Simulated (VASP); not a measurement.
A run of VASP 6.6.1 is set up as follows.

Contents of INCAR:

```
ALGO = Fast ; EDIFF = 1E-6
ENCUT = 520 ; GGA = PS
ISIF = 2 ; ISMEAR = 0
LASPH = T ; LCHARG = F
LREAL = F ; LWAVE = F
NBANDS = 18 ; NELM = 60
PREC = Accurate ; SIGMA = 0.15
```

Contents of KPOINTS:

```
k-points
0
Gamma
  24 24 12
```

Contents of POSCAR:

```
Cu
1.0
    2.6207709799      0.0000000000      0.0000000000
   -1.3103854900      2.2696542461      0.0000000000
    0.0000000000      0.0000000000      4.1114655133
Cu
2
Direct
    0.3333333333      0.6666666667      0.2500000000
    0.6666666667      0.3333333333      0.7500000000
```

Potentials or basis: VASP PAW PBE potentials, release 64 (Cu).

Run with:

```console
$ cat potpaw_PBE.64/Cu/POTCAR > POTCAR
$ mpirun -np 1 vasp_std > vasp.out
```

Task: Predict the band gap on the k mesh.

Result: Zero (bands 11 and 12 overlap by 5.64 eV).

Task: What does it give for the pressure?

Result: -9.9 GPa.

Stress tensor (GPa, compression positive):
```
-11.96   0.00   0.00
  0.00 -11.96   0.00
  0.00   0.00  -5.63
```

Caveat: the stress differs along the axes, from -12 to -6 GPa; the PAW data sets were made with another functional, which shifts forces and pressure a little.
